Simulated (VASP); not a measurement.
# KCl in VASP: further runs, part 2 of 2

VASP 6.6.1. The steps go on from the part before.

### Step 3. Single point, PBE

This run uses another cell than the first one, of 26.81 Å³/atom, 0.968 times its volume.

File INCAR:

```
PREC = Accurate ; ENCUT = 520
EDIFF = 1E-6 ; ISMEAR = 0
SIGMA = 0.01 ; LREAL = F
LASPH = T ; NELM = 60
ALGO = Normal ; ISIF = 2
LWAVE = F ; LCHARG = F
GGA = PE ; NBANDS = 15
```

File KPOINTS:

```
Automatic mesh
0
Gamma
  4 4 4
```

File POSCAR:

```
KCl
1.0
    3.7708085932      0.0000000000      0.0000000000
    0.0000000000      3.7708085932      0.0000000000
    0.0000000000      0.0000000000      3.7708085932
K Cl
1 1
Direct
    0.0000000000      0.0000000000      0.0000000000
    0.5000000000      0.5000000000      0.5000000000
```

Potentials or basis: VASP PAW PBE potentials, release 64 (K_sv, Cl).

On the command line:

```sh
cat potpaw_PBE.64/K_sv/POTCAR potpaw_PBE.64/Cl/POTCAR > POTCAR
mpirun -np 1 vasp_std > vasp.out
```

OUTCAR:

```text
PREC = Accurate
   ENCUT = 520
   EDIFF = 1E-6
   ISMEAR = 0
   LREAL = F
   LASPH = T
   NELM = 60
   ISIF = 2
   GGA = PE

 ion  position               nearest neighbor table
   1  0.000  0.000  0.000-
   2  0.500  0.500  0.500-

  LATTYP: Found a simple cubic cell.
 ALAT       =     3.7708085932

  Lattice vectors:

 A1 = (   3.7708085932,   0.0000000000,   0.0000000000)
[... 346 lines left out ...]
     14       9.5626      0.00000
     15      11.9324      0.00000

------------------------ aborting loop because EDIFF is reached ----------------------------------------

  FORCE on cell =-STRESS in cart. coord.  units (eV):
  Direction    XX          YY          ZZ          XY          YZ          ZX
  --------------------------------------------------------------------------------------
  -------------------------------------------------------------------------------------
  Total        0.3781733      0.3781733      0.3781733      0.0000000      0.0000000      0.0000000
  in kB       11.3005087     11.3005087     11.3005087      0.0000000      0.0000000      0.0000000
  external PRESSURE =      11.3005087 kB  Pullay stress =       0.0000000 kB

 VOLUME and BASIS-vectors are now :
 -----------------------------------------------------------------------------
  energy-cutoff  :      520.00
  volume of cell :       53.62
      direct lattice vectors                 reciprocal lattice vectors
     3.770808593  0.000000000  0.000000000     0.265195110  0.000000000  0.000000000
     0.000000000  3.770808593  0.000000000     0.000000000  0.265195110  0.000000000
     0.000000000  0.000000000  3.770808593     0.000000000  0.000000000  0.265195110

 POSITION                                       TOTAL-FORCE (eV/Angst)
 -----------------------------------------------------------------------------------
      0.00000      0.00000      0.00000         0.000000      0.000000      0.000000
      1.88540      1.88540      1.88540         0.000000      0.000000      0.000000
 -----------------------------------------------------------------------------------
    total drift:                               -0.000000      0.000000      0.000000

  FREE ENERGIE OF THE ION-ELECTRON SYSTEM (eV)
  ---------------------------------------------------
  free  energy   TOTEN  =        -6.6426808595 eV

  energy  without entropy=       -6.6426808595  energy(sigma->0) =       -6.64268086
```

OSZICAR:

```text
N       E                     dE             d eps       ncg     rms          rms(c)
DAV:   1     0.981084213371E+02    0.98108E+02   -0.73154E+03   300   0.982E+02
DAV:   2    -0.133364708505E+01   -0.99442E+02   -0.91948E+02   405   0.237E+02
DAV:   3    -0.674423520662E+01   -0.54106E+01   -0.53895E+01   377   0.500E+01
DAV:   4    -0.694386989861E+01   -0.19963E+00   -0.19960E+00   472   0.837E+00
DAV:   5    -0.694549446955E+01   -0.16246E-02   -0.16246E-02   398   0.850E-01    0.310E+00
DAV:   6    -0.667330414043E+01    0.27219E+00   -0.28979E-01   356   0.322E+00    0.259E+00
DAV:   7    -0.664030230679E+01    0.33002E-01   -0.89213E-02   384   0.198E+00    0.154E+00
DAV:   8    -0.664239149381E+01   -0.20892E-02   -0.17356E-02   404   0.996E-01    0.193E-01
DAV:   9    -0.664243715514E+01   -0.45661E-04   -0.72404E-04   398   0.187E-01    0.103E-01
DAV:  10    -0.664268206123E+01   -0.24491E-03   -0.32299E-04   335   0.145E-01    0.231E-02
DAV:  11    -0.664268103438E+01    0.10269E-05   -0.72182E-06   435   0.202E-02    0.107E-02
DAV:  12    -0.664268085953E+01    0.17485E-06   -0.24701E-06   356   0.130E-02
   1 F= -.66426809E+01 E0= -.66426809E+01  d E =-.215053E-15
```

stdout:

```text
POSCAR found type information on POSCAR K Cl
 POSCAR found :  2 types and       2 ions
 scaLAPACK will be used
 LDA part: xc-table for (Slater+PW92), standard interpolation
 POSCAR, INCAR and KPOINTS ok, starting setup
 FFT: planning ... GRIDC
 FFT: planning ... GRID_SOFT
 FFT: planning ... GRID
 WAVECAR not read
 entering main loop
```

Wall time 7.3 s (1 thread of Intel Xeon Platinum 8259CL at 2.50GHz (Skylake/Cascade Lake), shared host); peak memory 0.15 GiB.

Results:

```yaml
Free_energy: -6.6427 eV
Pressure: 1.1 GPa
Band_gap_on_the_k_mesh: 5.03 eV, indirect (least direct gap 5.24 eV)
```

### Step 4. Single point, PBE (epitaxial xy strain -3.1%)

File INCAR:

```
SYSTEM = KCl
PREC     = Accurate       ! precision mode
ENCUT    = 520            ! plane-wave cutoff, eV
EDIFF    = 1E-6           ! SCF threshold, eV
ISMEAR   = 0              ! smearing method
SIGMA    = 0.01           ! smearing width, eV
LREAL    = .FALSE.        ! projectors in reciprocal space
LASPH    = .TRUE.         ! aspherical terms in the spheres
NELM     = 100            ! most SCF steps
ALGO     = Normal         ! electronic algorithm
ISIF     = 2              ! what is computed and relaxed
LWAVE    = .FALSE.        ! write WAVECAR
LCHARG   = .TRUE.         ! write CHGCAR
GGA      = PE             ! functional
LELF     = .TRUE.         ! ELF
LVHAR    = .TRUE.       
NBANDS   = 15             ! bands
```

File KPOINTS:

```
regular mesh
0
G
  4 4 4
  0 0 0
```

File POSCAR:

```
KCl
1.0
    3.6550447693      0.0000000000      0.0000000000
    0.0000000000      3.6550447693      0.0000000000
    0.0000000000      0.0000000000      3.8080688468
K Cl
1 1
Direct
    0.0000000000      0.0000000000      0.0000000000
    0.5000000000      0.5000000000      0.5000000000
```

On the command line:

```sh
cat potpaw_PBE.64/K_sv/POTCAR potpaw_PBE.64/Cl/POTCAR > POTCAR
mpirun -np 1 vasp_std > vasp.out
```

Run time: 11 s. Hardware: 1 thread of Intel Xeon Platinum 8259CL at 2.50GHz (Skylake/Cascade Lake), shared host; peak memory 0.15 GiB.

The run converged. Its results:

```
Free energy            : -6.6021 eV
Pressure               : 2.5 GPa
Band gap on the k mesh : 5.17 eV, indirect (least direct gap 5.38 eV)
```

Stress tensor (GPa, compression positive):
```
3.16 0.00 0.00
0.00 3.16 0.00
0.00 0.00 1.17
```

Levels at points of the mesh, in eV from the valence-band top:
| k point | band 4 | band 5 | band 6 | band 7 | band 8 | band 9 | band 10 | band 11 | band 12 | band 13 |
| --- | --- | --- | --- | --- | --- | --- | --- | --- | --- | --- |
| (0.00, 0.00, 0.00) | -11.33 | -11.33 | -0.45 | -0.21 | -0.21 | 5.17 | 6.32 | 6.46 | 10.74 | 10.74 |
| (0.50, 0.00, 0.00) | -11.29 | -11.19 | -2.14 | -0.49 | -0.22 | 7.89 | 8.16 | 8.89 | 10.10 | 10.67 |
| (0.50, 0.50, 0.00) | -11.67 | -11.27 | -1.43 | -1.43 | -0.20 | 6.24 | 7.09 | 8.68 | 8.68 | 12.24 |
| (0.00, 0.00, 0.50) | -11.30 | -11.12 | -2.11 | -0.27 | -0.27 | 7.80 | 8.17 | 8.56 | 10.14 | 10.96 |
| (0.50, 0.00, 0.50) | -11.60 | -11.26 | -1.49 | -1.38 | 0.00 | 6.14 | 7.45 | 9.01 | 9.15 | 11.99 |
| (0.50, 0.50, 0.50) | -11.60 | -11.51 | -1.67 | -1.67 | -1.60 | 8.97 | 9.13 | 9.13 | 10.02 | 10.38 |

Caveat: the k points lie up to 0.43 Å⁻¹ apart; the cell differs from its parent crystal (epitaxial xy strain -3.1%). A k mesh can miss the band edges.

### Step 5. The runs side by side

| level | cell | k mesh | gap on the mesh (eV) | pressure (GPa) |
| --- | --- | --- | --- | --- |
| r2SCAN | a = 3.894, b = 3.771, c = 3.771 Å, 2 atoms | 8 × 8 × 8 | 5.59 | -0.7 |
| PBE | a = 3.771 Å, 2 atoms | 4 × 4 × 4 | 5.03 | 1.1 |
| PBE | a = 3.655, b = 3.655, c = 3.808 Å, 2 atoms | 4 × 4 × 4 | 5.17 | 2.5 |

Alike in all rows: task single point; potentials or basis VASP PAW PBE potentials, release 64 (K_sv, Cl); no spin polarisation; cutoff (eV) 520; smearing gaussian 0.01 eV.

Caveats: some runs use coarse meshes; the PAW data sets were made with another functional, which shifts forces and pressure a little (some runs).

Total energies depend on the potentials used, so only differences within one code and one set of settings carry meaning.
